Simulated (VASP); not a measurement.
# Na in VASP: a series of runs, part 3 of 3

VASP 6.6.1.

## (6) Electric field gradients, PBEsol (equal xy, yz and zx shear strains of +1 %)

Input file INCAR:

```
SYSTEM = Na
PREC     = Accurate       ! precision mode
ENCUT    = 520            ! plane-wave cutoff, eV
EDIFF    = 1E-8           ! SCF threshold, eV
ISMEAR   = -1             ! smearing method
SIGMA    = 0.03           ! smearing width, eV
LREAL    = .FALSE.        ! projectors in reciprocal space
LASPH    = .TRUE.         ! aspherical terms in the spheres
NELM     = 100            ! most SCF steps
ALGO     = Normal         ! electronic algorithm
ISIF     = 2              ! what is computed and relaxed
LWAVE    = .FALSE.        ! write WAVECAR
LCHARG   = .FALSE.        ! write CHGCAR
GGA      = PS             ! functional
LEFG     = .TRUE.       
NBANDS   = 10             ! bands
```

Input file KPOINTS:

```
regular mesh
0
G
  11 11 11
  0 0 0
```

Input file POSCAR:

```
Na
1.0
   -2.0963250000      2.1175000000      2.1175000000
    2.1175000000     -2.0963250000      2.1175000000
    2.1175000000      2.1175000000     -2.0963250000
Na
1
Direct
    0.0000000000      0.0000000000      0.0000000000
```

Potentials or basis: VASP PAW PBE potentials, release 64 (Na_pv).

Command:

```
> cat potpaw_PBE.64/Na_pv/POTCAR > POTCAR
> mpirun -np 1 vasp_std > vasp.out
```

OUTCAR:

```text
SYSTEM = Na
   PREC = Accurate
   ENCUT = 520
   EDIFF = 1E-8
   ISMEAR = -1
   LREAL = .FALSE.
   LASPH = .TRUE.
   NELM = 100
   ISIF = 2
   GGA = PS

 ion  position               nearest neighbor table
   1  0.000  0.000  0.000-

  LATTYP: Found a trigonal (rhomboedric) cell.
 ALAT       =     3.6554330804
 COS(alpha) =    -0.3288480252

  Lattice vectors:

 A1 = (  -2.0963250000,   2.1175000000,   2.1175000000)
 A2 = (   2.1175000000,  -2.0963250000,   2.1175000000)
 A3 = (   2.1175000000,   2.1175000000,  -2.0963250000)

Analysis of symmetry for initial positions (statically):
=====================================================================
 Subroutine PRICEL returns:
 Original cell was already a primitive cell.

 Routine SETGRP: Setting up the symmetry group for a
 trigonal (rhombohedral) supercell.

 Subroutine GETGRP returns: Found 12 space group operations
 (whereof 12 operations were pure point group operations)
 out of a pool of 12 trial point group operations.

The static configuration has the point symmetry D_3d.

Analysis of symmetry for dynamics (positions and initial velocities):
=====================================================================
 Subroutine PRICEL returns:
 Original cell was already a primitive cell.

 Routine SETGRP: Setting up the symmetry group for a
 trigonal (rhombohedral) supercell.

 Subroutine GETGRP returns: Found 12 space group operations
 (whereof 12 operations were pure point group operations)
 out of a pool of 12 trial point group operations.

The dynamic configuration has the point symmetry D_3d.

 Subroutine INISYM returns: Found 12 space group operations
 (whereof 12 operations are pure point group operations),
 and found     1 'primitive' translations

----------------------------------------------------------------------------------------

                                     Primitive cell

  volume of cell :      37.9750

  direct lattice vectors                    reciprocal lattice vectors
    -2.096325000  2.117500000  2.117500000    -0.002349644  0.234964435  0.234964435
     2.117500000 -2.096325000  2.117500000     0.234964435 -0.002349644  0.234964435
     2.117500000  2.117500000 -2.096325000     0.234964435  0.234964435 -0.002349644

  length of vectors
     3.655433080  3.655433080  3.655433080     0.332298198  0.332298198  0.332298198

  position of ions in fractional coordinates (direct lattice)
     0.000000000  0.000000000  0.000000000

  ion indices of the primitive-cell ions
   primitive index   ion index
                 1           1

----------------------------------------------------------------------------------------

[... 73 lines left out ...]
   IBRION =     -1    ionic relax: 0-MD 1-quasi-New 2-CG
   NFREE  =      0    steps in history (QN), initial steepest desc. (CG)
   ISIF   =      2    stress and relaxation
   ISYM   =      2    0-nonsym 1-usesym 2-fastsym
   POTIM  = 0.5000    time-step for ionic-motion
   TEBEG  =    0.0;   TEEND  =   0.0 temperature during run
   PSTRESS=    0.0 pullay stress
   NELECT =       7.0000    total number of electrons
   NUPDOWN=      -1.0000    fix difference up-down
   EMIN   =  10.00;   EMAX   =-10.00  energy-range for DOS
   EFERMI =   0.00;   METHOD = LEGACY
   ISMEAR =    -1;   SIGMA  =   0.03  broadening in eV -4-tet -1-fermi 0-gaus
   EFERMI_NEDOS =   21; number of points for ismear=-14 and -15
   IALGO  =     38    algorithm
   IMIX   =      4    mixing-type and parameters
     AMIX     =   0.40;   BMIX     =  1.00
     AMIX_MAG =   1.60;   BMIX_MAG =  1.00
  volume/ion in A,a.u.               =      37.98       256.27
  Fermi-wavevector in a.u.,A,eV,Ry     =   0.931697  1.760653 11.810676  0.868060
  Thomas-Fermi vector in A             =   2.058218
   LORBIT       =      0    0 simple, 1 ext, 2 COOP (PROOUT), +10 PAW based schemes
   GGA     = PS    functional components
   LHFCALC =     F    Hartree Fock is set to
   AEXX    =    0.0000 exact exchange contribution
   IVDW    =     0    specifies the selected vdW correction
   LEPSILON=     F    determine dielectric tensor
   LRPA    =     F    only Hartree local field effects (RPA)
 non-spin polarized calculation
  energy-cutoff  :      520.00
  volume of cell :       37.98
 maximum number of plane-waves:      1037
   NGX = 13   NGY = 13   NGZ = 13

 number of electron       7.0000011 magnetization

 Free energy of the ion-electron system (eV)
  ---------------------------------------------------
  ext. energy  EPLUGINS =         0.00000000
  ---------------------------------------------------
  free energy    TOTEN  =        -1.40068788 eV

  energy without entropy =       -1.39952407  energy(sigma->0) =       -1.40010597

 E-fermi :   0.2516     XC(G=0):  -6.4379

 val. band max:        0.2344795839   @ k =  -0.4545   0.3636   0.1818
 cond. band min:       0.2771409123   @ k =   0.1818   0.1818   0.1818
 fundamental gap:      0.0426613284
 Fermi energy:         0.2516413000

 k-point     1 :       0.0000    0.0000    0.0000
  band No.  band energies     occupation
      1     -24.5669      2.00000
      2     -24.5669      2.00000
      3     -24.5666      2.00000
      4      -2.9885      2.00000
      5      11.7680      0.00000
      6      11.7680      0.00000
      7      11.8641      0.00000
      8      12.8307      0.00000
      9      12.8308      0.00000
     10      13.2241      0.00000
[... 287 lines left out ...]
 k-point    24 :      -0.1818    0.1818    0.0000
  band No.  band energies     occupation
      1     -24.5769      2.00000
      2     -24.5703      2.00000
      3     -24.5667      2.00000
      4      -2.4126      2.00000
      5       7.9005      0.00000
      6       9.9710      0.00000
      7      10.4212      0.00000
      8      10.9070      0.00000
      9      11.7079      0.00000
     10      13.8227      0.00000

 [... further k-points ...]

------------------------ aborting loop because EDIFF is reached ----------------------------------------

  FORCE on cell =-STRESS in cart. coord.  units (eV):
  Direction    XX          YY          ZZ          XY          YZ          ZX
  --------------------------------------------------------------------------------------
  -------------------------------------------------------------------------------------
  Total       -0.0806387     -0.0806387     -0.0806387     -0.0165697     -0.0165697     -0.0165697
  in kB       -3.4021737     -3.4021737     -3.4021737     -0.6990817     -0.6990817     -0.6990817
  external PRESSURE =      -3.4021737 kB  Pullay stress =       0.0000000 kB

 VOLUME and BASIS-vectors are now :
 -----------------------------------------------------------------------------
  energy-cutoff  :      520.00
  volume of cell :       37.98
      direct lattice vectors                 reciprocal lattice vectors
    -2.096325000  2.117500000  2.117500000    -0.002349644  0.234964435  0.234964435
     2.117500000 -2.096325000  2.117500000     0.234964435 -0.002349644  0.234964435
     2.117500000  2.117500000 -2.096325000     0.234964435  0.234964435 -0.002349644

 POSITION                                       TOTAL-FORCE (eV/Angst)
 -----------------------------------------------------------------------------------
      0.00000      0.00000      0.00000        -0.000000      0.000000      0.000000
 -----------------------------------------------------------------------------------
    total drift:                               -0.000000     -0.000000     -0.000000

  FREE ENERGIE OF THE ION-ELECTRON SYSTEM (eV)
  ---------------------------------------------------
  free  energy   TOTEN  =        -1.4006878831 eV

  energy  without entropy=       -1.3995240668  energy(sigma->0) =       -1.40010597

 Electric field gradients (V/A^2)
---------------------------------------------------------------------
 ion       V_xx      V_yy      V_zz      V_xy      V_xz      V_yz
---------------------------------------------------------------------
   1      -0.000     0.000     0.000    -0.050    -0.050    -0.050
---------------------------------------------------------------------

 Electric field gradients after diagonalization (V/A^2)
 (convention: |V_zz| > |V_xx| > |V_yy|)
----------------------------------------------------------------------
 ion       V_xx      V_yy      V_zz     asymmetry (V_yy - V_xx)/ V_zz
----------------------------------------------------------------------
   1       0.050     0.050    -0.100       0.000
----------------------------------------------------------------------

           NMR quadrupolar parameters

 Cq : quadrupolar parameter    Cq=e*Q*V_zz/h
 eta: asymmetry parameters     (V_yy - V_xx)/ V_zz
 Q  : nuclear electric quadrupole moment in mb (millibarn)
----------------------------------------------------------------------
 ion       Cq(MHz)       eta       Q (mb)
----------------------------------------------------------------------
   1      -0.000       0.000       1.000
----------------------------------------------------------------------
```

Wall time 55 s (1 thread of Intel Xeon 8259CL, shared host); peak memory 0.18 GiB.

What came out:

| Quantity | Value |
| --- | --- |
| Free energy | -1.4007 eV |
| Pressure | -0.3 GPa |

Stress tensor (GPa, compression positive):
```
-0.34 -0.07 -0.07
-0.07 -0.34 -0.07
-0.07 -0.07 -0.34
```

Caveat: the cell differs from its parent crystal (equal xy, yz and zx shear strains of +1 %); without QUAD_EFG the Cq values of the log hold for a quadrupole moment of 1 mb, not for the nuclei; the PAW data sets were made with another functional, which shifts forces and pressure a little.

## (7) Overview

```tsv
cell	gap on the mesh (eV)	pressure (GPa)
a = 3.716 Å, angles 109.5°, 1 atom	none	-0.6
a = 3.740 Å, angles 109.5°, 1 atom	none	-0.7
a = 3.680 Å, angles 109.7°, 1 atom	none	-0.3
a = 3.655 Å, angles 109.2°, 1 atom	none	-0.3
```

Alike in all rows: task electric field gradients; level PBEsol; potentials or basis VASP PAW PBE potentials, release 64 (Na_pv); no spin polarisation; k mesh 11 × 11 × 11; cutoff (eV) 520; smearing fermi-dirac 0.03 eV.

Caveats: the PAW data sets were made with another functional, which shifts forces and pressure a little.

Absolute energies hang on the potentials; compare differences alone.
